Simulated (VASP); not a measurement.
# V (Im-3m) in VASP: a series of runs

Runs on V. Level: LDA. Tasks: single point.

Everything below comes from runs of VASP 6.6.1. Logs are shortened: lines on timing, memory, paths and dates and some standing lists are left out, and cuts for length are marked.

**1. The cell of the first run**

It takes space group Im-3m (No. 229, cubic). The conventional cell has a = 2.926 Å, b = 2.926 Å, c = 2.926 Å, α = 90.00°, β = 90.00°, γ = 90.00°. Within 3.3 Å of V (site symmetry m-3m) lie 14 V at 2.53 to 2.93 Å.

**2. Single point, LDA, collinear spin, ferromagnetic start**

File INCAR:

```
PREC = Accurate
ENCUT = 520
EDIFF = 1E-6
ISMEAR = 0
SIGMA = 0.05
LREAL = False
LASPH = True
NELM = 150
ALGO = Normal
ISIF = 2
LWAVE = False
LCHARG = True
ISPIN = 2
MAGMOM = 0.05
LORBIT = 11
LMAXMIX = 4
GGA = CA
LELF = True
LVHAR = True
NBANDS = 16
```

File KPOINTS:

```
regular mesh
0
Gamma
  20 20 20
```

File POSCAR:

```
V
1.0
   -1.4628091898      1.4628091898      1.4628091898
    1.4628091898     -1.4628091898      1.4628091898
    1.4628091898      1.4628091898     -1.4628091898
V
1
Direct
    0.0000000000      0.0000000000      0.0000000000
```

Potentials or basis: VASP PAW LDA potentials, release 64 (V_sv).

On the command line:

```sh
> cat potpaw_LDA.64/V_sv/POTCAR > POTCAR
> mpirun -np 1 vasp_std > vasp.out
```

OUTCAR:

```text
PREC = Accurate
   ENCUT = 520
   EDIFF = 1E-6
   ISMEAR = 0
   LREAL = False
   LASPH = True
   NELM = 150
   ISIF = 2
   ISPIN = 2
   LORBIT = 11
   GGA = CA

 ion  position               nearest neighbor table
   1  0.000  0.000  0.000-

  LATTYP: Found a body centered cubic cell.
 ALAT       =     2.9256183796

  Lattice vectors:

 A1 = (  -1.4628091898,   1.4628091898,   1.4628091898)
 A2 = (   1.4628091898,  -1.4628091898,   1.4628091898)
 A3 = (   1.4628091898,   1.4628091898,  -1.4628091898)

Analysis of symmetry for initial positions (statically):
=====================================================================
 Subroutine PRICEL returns:
 Original cell was already a primitive cell.

 Routine SETGRP: Setting up the symmetry group for a
 body centered cubic supercell.

 Subroutine GETGRP returns: Found 48 space group operations
 (whereof 48 operations were pure point group operations)
 out of a pool of 48 trial point group operations.

The static configuration has the point symmetry O_h .

Analysis of symmetry for dynamics (positions and initial velocities):
=====================================================================
 Subroutine PRICEL returns:
 Original cell was already a primitive cell.

 Routine SETGRP: Setting up the symmetry group for a
 body centered cubic supercell.

 Subroutine GETGRP returns: Found 48 space group operations
 (whereof 48 operations were pure point group operations)
 out of a pool of 48 trial point group operations.

The dynamic configuration has the point symmetry O_h .

Analysis of structural, dynamic, and magnetic symmetry:
=====================================================================
 Subroutine PRICEL returns:
 Original cell was already a primitive cell.

 Routine SETGRP: Setting up the symmetry group for a
 body centered cubic supercell.

 Subroutine GETGRP returns: Found 48 space group operations
 (whereof 48 operations were pure point group operations)
 out of a pool of 48 trial point group operations.

The overall configuration has the point symmetry O_h .

 Subroutine INISYM returns: Found 48 space group operations
 (whereof 48 operations are pure point group operations),
 and found     1 'primitive' translations

----------------------------------------------------------------------------------------

                                     Primitive cell

  volume of cell :      12.5205

  direct lattice vectors                    reciprocal lattice vectors
[... 95 lines left out ...]
   PSTRESS=    0.0 pullay stress
   NELECT =      13.0000    total number of electrons
   NUPDOWN=      -1.0000    fix difference up-down
   EMIN   =  10.00;   EMAX   =-10.00  energy-range for DOS
   EFERMI =   0.00;   METHOD = LEGACY
   ISMEAR =     0;   SIGMA  =   0.05  broadening in eV -4-tet -1-fermi 0-gaus
   EFERMI_NEDOS =   21; number of points for ismear=-14 and -15
   IALGO  =     38    algorithm
   IMIX   =      4    mixing-type and parameters
     AMIX     =   0.40;   BMIX     =  1.00
     AMIX_MAG =   1.60;   BMIX_MAG =  1.00
  volume/ion in A,a.u.               =      12.52        84.49
  Fermi-wavevector in a.u.,A,eV,Ry     =   1.657734  3.132664 37.389942  2.748083
  Thomas-Fermi vector in A             =   2.745436
   LORBIT       =     11    0 simple, 1 ext, 2 COOP (PROOUT), +10 PAW based schemes
   GGA     = CA    functional components
   LHFCALC =     F    Hartree Fock is set to
   AEXX    =    0.0000 exact exchange contribution
   IVDW    =     0    specifies the selected vdW correction
   LEPSILON=     F    determine dielectric tensor
   LRPA    =     F    only Hartree local field effects (RPA)
 spin polarized calculation
 Gauss-broadening in eV      SIGMA  =   0.05
  energy-cutoff  :      520.00
  volume of cell :       12.52
 maximum number of plane-waves:       370
   NGX =  9   NGY =  9   NGZ =  9

 number of electron      13.0000011 magnetization      -0.0031309

 number of electron      13.0000011 magnetization       0.0000840

 Free energy of the ion-electron system (eV)
  ---------------------------------------------------
  ext. energy  EPLUGINS =         0.00000000
  ---------------------------------------------------
  free energy    TOTEN  =        -9.95019318 eV

  energy without entropy =       -9.94832476  energy(sigma->0) =       -9.94925897

 E-fermi :  10.4193     XC(G=0): -13.6335

 val. band max:       10.4121649514   @ k =   0.3000   0.1000   0.1000
 cond. band min:      10.4272105882   @ k =   0.3000   0.1000  -0.0000
 fundamental gap:      0.0150456368
 Fermi energy:        10.4192570613

 spin component 1

 k-point     1 :       0.0000    0.0000    0.0000
  band No.  band energies     occupation
      1     -52.4639      1.00000
      2     -26.0288      1.00000
      3     -26.0288      1.00000
      4     -26.0288      1.00000
      5       3.7721      1.00000
      6      10.8224      0.00000
[... 435 lines left out ...]
      5       6.8490      1.00000
      6       9.6502      1.00000
[... 8 lines left out ...]
     15      39.1187      0.00000
     16      40.3386      0.00000

 [... further k-points ...]

 spin component 2

 k-point     1 :       0.0000    0.0000    0.0000
  band No.  band energies     occupation
      1     -52.4638      1.00000
      2     -26.0287      1.00000
      3     -26.0287      1.00000
      4     -26.0287      1.00000
      5       3.7722      1.00000
      6      10.8224      0.00000
[... 435 lines left out ...]
      5       6.8490      1.00000
      6       9.6503      1.00000
[... 8 lines left out ...]
     15      39.1188      0.00000
     16      40.3386      0.00000

 [... further k-points ...]
[... 5 lines left out ...]
  --------------------------------------------------------------------------------------
  -------------------------------------------------------------------------------------
  Total        0.0482146      0.0482146      0.0482146     -0.0000000      0.0000000      0.0000000
  in kB        6.1697324      6.1697324      6.1697324     -0.0000000      0.0000000      0.0000000
  external PRESSURE =       6.1697324 kB  Pullay stress =       0.0000000 kB

 VOLUME and BASIS-vectors are now :
 -----------------------------------------------------------------------------
  energy-cutoff  :      520.00
  volume of cell :       12.52
      direct lattice vectors                 reciprocal lattice vectors
    -1.462809190  1.462809190  1.462809190     0.000000000  0.341808080  0.341808080
     1.462809190 -1.462809190  1.462809190     0.341808080  0.000000000  0.341808080
     1.462809190  1.462809190 -1.462809190     0.341808080  0.341808080  0.000000000

 POSITION                                       TOTAL-FORCE (eV/Angst)
 -----------------------------------------------------------------------------------
      0.00000      0.00000      0.00000         0.000000     -0.000000     -0.000000
 -----------------------------------------------------------------------------------
    total drift:                                0.000000     -0.000000      0.000000

  FREE ENERGIE OF THE ION-ELECTRON SYSTEM (eV)
  ---------------------------------------------------
  free  energy   TOTEN  =        -9.9501931814 eV

  energy  without entropy=       -9.9483247647  energy(sigma->0) =       -9.94925897

 total charge

# of ion       s       p       d       tot
------------------------------------------
    1        2.366   6.241   3.204  11.811

 magnetization (x)

# of ion       s       p       d       tot
------------------------------------------
    1       -0.000   0.000   0.000   0.000
```

OSZICAR:

```text
N       E                     dE             d eps       ncg     rms          rms(c)
DAV:   1     0.894151078440E+02    0.89415E+02   -0.64461E+03 16688   0.897E+02
DAV:   2    -0.975740612752E+01   -0.99173E+02   -0.95076E+02 18120   0.271E+02
DAV:   3    -0.112555767268E+02   -0.14982E+01   -0.14962E+01 18608   0.361E+01
DAV:   4    -0.112609683650E+02   -0.53916E-02   -0.53916E-02 19344   0.228E+00
DAV:   5    -0.112610111989E+02   -0.42834E-04   -0.42834E-04 18856   0.189E-01    0.206E+01
DAV:   6    -0.998753206585E+01    0.12735E+01   -0.12743E+00 16712   0.211E+01    0.257E+00
DAV:   7    -0.996062496183E+01    0.26907E-01   -0.19242E-02 18304   0.154E+00    0.127E+00
DAV:   8    -0.995012619682E+01    0.10499E-01   -0.67344E-03 18128   0.101E+00    0.171E-01
DAV:   9    -0.995017247715E+01   -0.46280E-04   -0.82433E-05 18520   0.103E-01    0.979E-02
DAV:  10    -0.995018830696E+01   -0.15830E-04   -0.21443E-06 17632   0.162E-02    0.293E-02
DAV:  11    -0.995019302029E+01   -0.47133E-05   -0.17844E-06 17496   0.124E-02    0.502E-03
DAV:  12    -0.995019318142E+01   -0.16113E-06   -0.12106E-07  8688   0.359E-03
   1 F= -.99501932E+01 E0= -.99492590E+01  d E =-.186842E-02  mag=    -0.0000
```

It took 36 s on 1 thread of Intel Xeon 6975P-C (Granite Rapids), shared host; peak memory 0.18 GiB.

What came out:

- Free energy: -9.9502 eV
- Pressure: 0.6 GPa
- Net moment: 0.00 μB per cell
- Valence electrons inside the program's atomic spheres: V 11.81

**3. Single point, LDA, collinear spin, antiferromagnetic start**

This run uses another cell than the first one: it holds 2 atoms, not 1.

File INCAR:

```
PREC = Accurate
ENCUT = 520
EDIFF = 1E-7
ISMEAR = 0
SIGMA = 0.05
LREAL = False
LASPH = True
NELM = 150
ALGO = Normal
ISIF = 2
LWAVE = False
LCHARG = False
ISPIN = 2
MAGMOM = 1 -1
LORBIT = 11
LMAXMIX = 4
NBANDS = 24
```

File KPOINTS:

```
regular mesh
0
Gamma
  20 20 10
```

File POSCAR:

```
V
1.0
    0.0000000000      2.9256183796      0.0000000000
    2.9256183796      0.0000000000      0.0000000000
    2.9256183796      2.9256183796     -2.9256183796
V
2
Direct
    0.0000000000      0.0000000000      0.0000000000
    0.0000000000      0.0000000000      0.5000000000
```

Potentials or basis: VASP PAW LDA potentials, release 64 (V_sv).

On the command line:

```sh
> cat potpaw_LDA.64/V_sv/POTCAR > POTCAR
> mpirun -np 1 vasp_std > vasp.out
```

OUTCAR:

```text
PREC = Accurate
   ENCUT = 520
   EDIFF = 1E-7
   ISMEAR = 0
   LREAL = False
   LASPH = True
   NELM = 150
   ISIF = 2
   ISPIN = 2
   LORBIT = 11

 ion  position               nearest neighbor table
   1  0.000  0.000  0.000-   2 2.53   2 2.53   2 2.53   2 2.53   2 2.53   2 2.53   2 2.53   2 2.53

   2  0.000  0.000  0.500-   1 2.53   1 2.53   1 2.53   1 2.53   1 2.53   1 2.53   1 2.53   1 2.53

  LATTYP: Found a simple cubic cell.
 ALAT       =     2.9256183796

  Lattice vectors:

 A1 = (   0.0000000000,   2.9256183796,   0.0000000000)
 A2 = (   2.9256183796,   0.0000000000,   0.0000000000)
 A3 = (   0.0000000000,   0.0000000000,  -2.9256183796)

Analysis of symmetry for initial positions (statically):
=====================================================================
 Subroutine PRICEL returns following result:

  LATTYP: Found a body centered cubic cell.
 ALAT       =     2.9256183796
[... 12 lines left out ...]
 Subroutine GETGRP returns: Found 48 space group operations
 (whereof 48 operations were pure point group operations)
 out of a pool of 48 trial point group operations.

The static configuration has the point symmetry O_h .

Analysis of symmetry for dynamics (positions and initial velocities):
=====================================================================
 Subroutine PRICEL returns following result:

  LATTYP: Found a body centered cubic cell.
 ALAT       =     2.9256183796
[... 12 lines left out ...]
 Subroutine GETGRP returns: Found 48 space group operations
 (whereof 48 operations were pure point group operations)
 out of a pool of 48 trial point group operations.

The dynamic configuration has the point symmetry O_h .

Analysis of structural, dynamic, and magnetic symmetry:
=====================================================================
 Subroutine PRICEL returns following result:

  LATTYP: Found a body centered cubic cell.
 ALAT       =     2.9256183796
[... 12 lines left out ...]
 Subroutine GETGRP returns: Found 48 space group operations
 (whereof 48 operations were pure point group operations)
 out of a pool of 48 trial point group operations.

[... 140 lines left out ...]

 Free energy of the ion-electron system (eV)
  ---------------------------------------------------
  ext. energy  EPLUGINS =         0.00000000
  ---------------------------------------------------
  free energy    TOTEN  =       -19.90038344 eV

  energy without entropy =      -19.89664648  energy(sigma->0) =      -19.89851496

 E-fermi :  10.4193     XC(G=0): -13.6335

 val. band max:       10.4121385187   @ k =   0.4000   0.2000   0.0000
 cond. band min:      10.4272465437   @ k =   0.3000   0.1000  -0.0000
 fundamental gap:      0.0151080250
 Fermi energy:        10.4192705101

 spin component 1

 k-point     1 :       0.0000    0.0000    0.0000
  band No.  band energies     occupation
      1     -52.4638      1.00000
      2     -51.9989      1.00000
      3     -26.8138      1.00000
      4     -26.8138      1.00000
      5     -26.8138      1.00000
      6     -26.0287      1.00000
[... 637 lines left out ...]
     23      26.0448      0.00000
     24      28.3480      0.00000

 [... further k-points ...]

 spin component 2

 k-point     1 :       0.0000    0.0000    0.0000
  band No.  band energies     occupation
      1     -52.4638      1.00000
      2     -51.9989      1.00000
      3     -26.8138      1.00000
      4     -26.8138      1.00000
      5     -26.8138      1.00000
      6     -26.0287      1.00000
[... 637 lines left out ...]
     23      26.0448      0.00000
     24      28.3480      0.00000

 [... further k-points ...]
[... 5 lines left out ...]
  --------------------------------------------------------------------------------------
  -------------------------------------------------------------------------------------
  Total        0.0961622      0.0961622      0.0961622      0.0000000      0.0000000      0.0000000
  in kB        6.1526440      6.1526440      6.1526440      0.0000000      0.0000000      0.0000000
  external PRESSURE =       6.1526440 kB  Pullay stress =       0.0000000 kB

 VOLUME and BASIS-vectors are now :
 -----------------------------------------------------------------------------
  energy-cutoff  :      520.00
  volume of cell :       25.04
      direct lattice vectors                 reciprocal lattice vectors
     0.000000000  2.925618380  0.000000000     0.000000000  0.341808080  0.341808080
     2.925618380  0.000000000  0.000000000     0.341808080  0.000000000  0.341808080
     2.925618380  2.925618380 -2.925618380     0.000000000  0.000000000 -0.341808080

 POSITION                                       TOTAL-FORCE (eV/Angst)
 -----------------------------------------------------------------------------------
      0.00000      0.00000      0.00000         0.000000     -0.000000      0.000000
      1.46281      1.46281     -1.46281        -0.000000      0.000000     -0.000000
 -----------------------------------------------------------------------------------
    total drift:                               -0.000000      0.000000      0.000000

  FREE ENERGIE OF THE ION-ELECTRON SYSTEM (eV)
  ---------------------------------------------------
  free  energy   TOTEN  =       -19.9003834361 eV

  energy  without entropy=      -19.8966464776  energy(sigma->0) =      -19.89851496

 total charge

# of ion       s       p       d       tot
------------------------------------------
    1        2.366   6.241   3.204  11.811
    2        2.366   6.241   3.204  11.811
--------------------------------------------------
tot          4.732  12.482   6.408  23.622

 magnetization (x)

# of ion       s       p       d       tot
------------------------------------------
    1        0.000   0.000   0.000   0.000
    2       -0.000  -0.000  -0.000  -0.000
--------------------------------------------------
tot          0.000   0.000   0.000   0.000
```

stdout:

```text
POSCAR found type information on POSCAR V
 POSCAR found :  1 types and       2 ions
 scaLAPACK will be used
 LDA part: xc-table for (Slater(with rela. corr.)+CA(PZ))
 , standard interpolation
 POSCAR, INCAR and KPOINTS ok, starting setup
 FFT: planning ... GRIDC
 FFT: planning ... GRID_SOFT
 FFT: planning ... GRID
 WAVECAR not read
 entering main loop
```

Wall time 74 s (1 thread of Intel Xeon 6975P-C (Granite Rapids), shared host); peak memory 0.24 GiB.

What came out:

| Quantity | Value |
| --- | --- |
| Free energy | -19.9004 eV |
| Pressure | 0.6 GPa |
| Band gap on the k mesh | zero (filled and empty bands overlap) |
| Net moment | 0.00 μB per cell |
| Valence electrons inside the program's atomic spheres | V 11.81 |

Levels at points of the mesh, in eV from the Fermi level:
Spin up:
```
           k point  band 11  band 12  band 13  band 14  band 15  band 16
(0.00, 0.00, 0.00)    -3.36     0.40     0.40     0.40     2.59     2.59
(0.50, 0.00, 0.00)    -1.30    -1.30     2.04     2.04     2.62     2.62
(0.00, 0.00, 0.50)    -0.72    -0.72     0.90     0.90     0.90     0.90
(0.50, 0.50, 0.50)    -1.17    -1.17    -1.17    -1.17     3.07     3.07
```
Spin down:
```tsv
k point	band 9	band 10	band 11	band 12	band 13	band 14	band 15	band 16	band 17	band 18
(0.00, 0.00, 0.00)	-6.65	-3.36	-3.36	0.40	0.40	0.40	2.59	2.59	4.10	4.10
(0.50, 0.00, 0.00)	-3.43	-3.43	-1.30	-1.30	2.04	2.04	2.62	2.62	3.00	3.00
(0.00, 0.00, 0.50)	-2.86	-2.86	-0.72	-0.72	0.90	0.90	0.90	0.90	2.12	2.12
(0.50, 0.50, 0.50)	-1.17	-1.17	-1.17	-1.17	-1.17	-1.17	3.07	3.07	3.07	3.07
```
